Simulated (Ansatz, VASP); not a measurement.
## Two plane-wave programs on Na

```
CELL_PARAMETERS angstrom
-2.09856 2.09856 2.09856
2.09856 -2.09856 2.09856
2.09856 2.09856 -2.09856
ATOMIC_POSITIONS crystal
Na 0.00000 0.00000 0.00000
```

Alike in both runs: task single point; functional PBE; k mesh 11 × 11 × 11; occupations gaussian, width 0.01 eV; no spin polarisation.

|  | VASP | Ansatz |
| --- | --- | --- |
| version | VASP 6.6.1 | Ansatz 0.2.0 |
| potentials or method | VASP PAW PBE potentials, release 64 (Na_pv), cutoff 520 eV | plane waves (420 eV) with PAW, scalar-relativistic |
| valence electrons in the cell | 7 | 9 |

```csv
,VASP,Ansatz,Ansatz less VASP
pressure (GPa),0.0,0.0,+0.02
```

VASP's potentials hold 7 valence electrons a cell and Ansatz's 9, so a difference there can come from the potentials and not from the codes.
